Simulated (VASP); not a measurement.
Runs of VASP 6.6.1 on NaH. The structure is that of space group P6_3/mmc (No. 194), or close to it. The cells are those of the table. 

| level | cell | k mesh | gap on the mesh (eV) | pressure (GPa) |
| --- | --- | --- | --- | --- |
| r2SCAN | a = 3.352, b = 3.352, c = 5.889 Å, angles 90.0, 90.0, 120.0°, 4 atoms | 9 × 9 × 4 | 3.98 | -1.0 |
| PBE | a = 3.411, b = 3.411, c = 6.001 Å, angles 90.0, 90.0, 120.0°, 4 atoms | 9 × 9 × 4 | 3.27 | -1.2 |
| r2SCAN | a = 3.319, b = 3.319, c = 5.831 Å, angles 90.0, 90.0, 120.0°, 4 atoms | 9 × 9 × 4 | 4.04 | -0.2 |
| PBE | a = 3.311, b = 3.311, c = 5.826 Å, angles 90.0, 90.0, 120.0°, 4 atoms | 9 × 9 × 4 | 3.42 | 0.7 |
| PBE | a = 3.378, b = 3.378, c = 5.943 Å, angles 90.0, 90.0, 120.0°, 4 atoms | 9 × 9 × 4 | (a) | -0.7 |
| r2SCAN | a = 3.319, b = 3.319, c = 5.831 Å, angles 90.0, 90.0, 120.0°, 4 atoms | 12 × 12 × 4 | 4.02 | -0.2 |
| r2SCAN | a = 3.251, b = 3.251, c = 5.712 Å, angles 90.0, 90.0, 120.0°, 4 atoms | 9 × 9 × 4 | 4.16 | 1.4 |
| r2SCAN | a = 3.286, b = 3.286, c = 5.772 Å, angles 90.0, 90.0, 120.0°, 4 atoms | 9 × 9 × 4 | 4.10 | 0.7 |
| PBE | a = 3.345, b = 3.345, c = 5.885 Å, angles 90.0, 90.0, 120.0°, 4 atoms | 9 × 9 × 4 | 3.37 | 0.0 |
| PBE | a = 3.277, b = 3.277, c = 5.765 Å, angles 90.0, 90.0, 120.0°, 4 atoms | 9 × 9 × 4 | (b) | 1.5 |
| PBE | a = 3.319, b = 3.319, c = 5.831 Å, angles 90.0, 90.0, 120.0°, 4 atoms | 12 × 12 × 4 | 3.40 | 0.6 |
| r2SCAN | a = 3.384, b = 3.384, c = 5.945 Å, angles 90.0, 90.0, 120.0°, 4 atoms | 9 × 9 × 4 | 3.93 | -1.5 |

Alike in all rows: task single point; potentials or basis VASP PAW PBE potentials, release 64 (Na_pv, H); no spin polarisation; cutoff (eV) 520; smearing gaussian 0.01 eV.

Fill in the values left out.

(a) 3.32; (b) 3.48.

Caveats: the PAW data sets were made with another functional, which shifts forces and pressure a little (at least some runs).

A k mesh can miss the band edges.
